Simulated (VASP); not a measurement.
# SiW (zincblende type): relaxation of cell and atoms with PBE

Crystal: SiW (zincblende type).

```xyz
2
Lattice="0.0000 2.3371 2.3371 2.3371 0.0000 2.3371 2.3371 2.3371 0.0000" Properties=species:S:1:pos:R:3 pbc="T T T"
W     0.0000    0.0000    0.0000
Si    1.1686    1.1686    1.1686
```

| Item | Value |
| --- | --- |
| Program | VASP 6.6.1 |
| Task | relaxation of cell and atoms |
| Functional | PBE |
| Potentials or basis | VASP PAW PBE potentials, release 64 (W_sv, Si) |
| Cutoff | 600 eV |
| k mesh | 13 × 13 × 13 |
| Occupations | fermi-dirac, width 0.1 eV |
| Spin | no spin polarisation |
| Target pressure | 160 GPa |
| Dipole correction | no |
| Further INCAR settings | ALGO = Normal; EDIFF = 1e-06; IBRION = 2; EDIFFG = -0.005; NSW = 32; ISIF = 3 |

```
Relaxed volume                                         : 12.79 Å³/atom
Relaxed cell                                           : a = 3.308 Å, b = 3.308 Å, c = 3.308 Å, α = 60.00°, β = 60.00°, γ = 60.00°
Space group after relaxing (to 0.05 Å)                 : F-43m (No. 216)
Energy change on relaxing (the enthalpy is what falls) : -28.1 meV/atom
Ionic steps                                            : 3
Pressure after relaxing                                : 160.0 GPa
Band gap on the k mesh                                 : zero (band 9 reaches 12.56 eV, above the bottom of band 10 at 11.03 eV)
```

The path:
| step | energy change (eV) | largest force (eV/Å) | pressure (GPa) | volume (Å³) |
| --- | --- | --- | --- | --- |
| 1 | 0.0000 | 0.0000 | 161.26 | 25.53 |
| 2 | -0.3644 | 0.0000 | 153.09 | 25.90 |
| 3 | -0.0562 | 0.0000 | 160.04 | 25.59 |

Final structure:
```
CELL_PARAMETERS angstrom
0.00000 2.33883 2.33883
2.33883 0.00000 2.33883
2.33883 2.33883 0.00000
ATOMIC_POSITIONS crystal
W 0.00000 0.00000 0.00000
Si 0.25000 0.25000 0.25000
```

Levels at points of the mesh, in eV from the Fermi level:
```tsv
k point	band 5	band 6	band 7	band 8	band 9	band 10	band 11	band 12	band 13
(0.00, 0.00, 0.00)	-12.05	-4.18	-4.18	-4.18	-0.56	-0.56	8.61	8.87	8.87
```

Wall time 35 s on 1 thread of Intel(R) Xeon(R) 6975P-C (Granite Rapids), on a shared host, peak memory 0.18 GiB.

Caveat: the cell is relaxed towards a set pressure, so the enthalpy falls and the energy may rise; spin-orbit coupling is left out, which moves the levels of the heavy elements.
